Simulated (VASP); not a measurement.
Write the native input for VASP 6.6.1 that does the following.

- Task: single point
- Functional: PBE0
- Potentials or basis: VASP PAW PBE potentials, release 64 (Te, Mo_sv)
- Cutoff: 520 eV
- k mesh: 4 × 4 × 1
- Occupations: fermi-dirac, width 0.1 eV
- Spin: no spin polarisation
- Dipole correction: no
- Grid for exact exchange (PRECFOCK): Fast
- Further INCAR settings: ALGO = Normal; EDIFF = 1e-06; NBANDS = 35
- Share of exact exchange: 0.25

Crystal: Te2Mo.

```
CELL_PARAMETERS angstrom
1.75261 3.03561 0.00000
-1.75261 3.03561 0.00000
0.00000 0.00000 13.75225
ATOMIC_POSITIONS crystal
Te 0.33330 0.33340 0.62500
Te 0.66660 0.66670 0.12500
Te 0.33330 0.33340 0.87500
Te 0.66670 0.66670 0.37500
Mo 0.33330 0.33340 0.25000
Mo 0.66660 0.66670 0.75000
```

These files were run (other wordings do the same):

POSCAR

```
Te2Mo
1.0
    1.7526120000      3.0356110000      0.0000000000
   -1.7526120000      3.0356110000      0.0000000000
    0.0000000000      0.0000000000     13.7522450000
Te Mo
4 2
Direct
    0.3333000000      0.3334000000      0.6250000000
    0.6666000000      0.6667000000      0.1250000000
    0.3333000000      0.3334000000      0.8750000000
    0.6667000000      0.6667000000      0.3750000000
    0.3333000000      0.3334000000      0.2500000000
    0.6666000000      0.6667000000      0.7500000000
```

INCAR.step1

```
ALGO = Normal
EDIFF = 1E-5
ENCUT = 520
GGA = PE
ISIF = 2
ISMEAR = -1
LASPH = T
LCHARG = F
LREAL = F
LWAVE = T
NBANDS = 35
NELM = 80
PREC = Accurate
SIGMA = 0.1
```

INCAR.step2

```
AEXX = 0.25
ALGO = Normal
EDIFF = 1E-6
ENCUT = 520
GGA = PE
ISIF = 2
ISMEAR = -1
ISTART = 1
LASPH = T
LCHARG = F
LHFCALC = T
LREAL = F
LWAVE = F
NBANDS = 35
NELM = 80
PREC = Accurate
PRECFOCK = Fast
SIGMA = 0.1
```

KPOINTS

```
k-points
0
Gamma
  4 4 1
```

Potentials or basis: VASP PAW PBE potentials, release 64 (Te, Mo_sv).

Command:

```bash
$ cat potpaw_PBE.64/Te/POTCAR potpaw_PBE.64/Mo_sv/POTCAR > POTCAR
$ cp INCAR.step1 INCAR
$ mpirun -np 1 vasp_std > vasp.out
$ cp INCAR.step2 INCAR
$ mpirun -np 1 vasp_std > vasp.out
```

It gave:

```
Pressure               : 5.5 GPa
Largest force          : 1.081 eV/Å
Band gap on the k mesh : 1.99 eV (least direct gap 2.83 eV)
```

Caveat: the k points lie up to 0.52 Å⁻¹ apart; the PAW data sets were made with another functional, which shifts forces and pressure a little; spin-orbit coupling is left out, which moves the levels of the heavy elements.

It took 37 min on 1 thread of Intel(R) Xeon(R) Platinum 8259CL CPU @ 2.50GHz (Skylake/Cascade Lake), with other jobs on the host, peak memory 0.32 GiB.
